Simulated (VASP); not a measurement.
Crystal: Bi.

```
Bi
1.0
     3.53451   -3.17380    0.00000
     3.53451    3.17380    0.00000
    -1.27682    0.00000    3.15452
Bi
2
Direct
  0.75306 0.75306 0.85738
  0.24694 0.24694 0.14262
```

This cell differs from its parent crystal: volume scaled by 1.04.

Base run:

* Program: VASP 6.6.1
* Functional: PBEsol
* Potentials or basis: VASP PAW PBE potentials, release 64 (Bi_d)
* Cutoff: 520 eV
* k mesh: 6 × 6 × 9
* Occupations: fermi-dirac, width 0.05 eV
* Spin: no spin polarisation

Its results: band gap on the k mesh zero (band 15 reaches 9.19 eV, above the bottom of band 16 at 4.54 eV); pressure -4.1 GPa; largest force 0.108 eV/Å.

The run is repeated on the same cell with these changes: functional from PBEsol to PBE. What comes out?

Band gap on the k mesh zero (band 15 reaches 9.36 eV, above the bottom of band 16 at 4.72 eV); pressure -1.7 GPa; largest force 0.092 eV/Å.

PBE binds less tightly than PBEsol, so the same cell stands under more pressure.

Caveats: spin-orbit coupling is left out, which moves the levels of the heavy elements; the PAW data sets were made with another functional, which shifts forces and pressure a little (some runs).
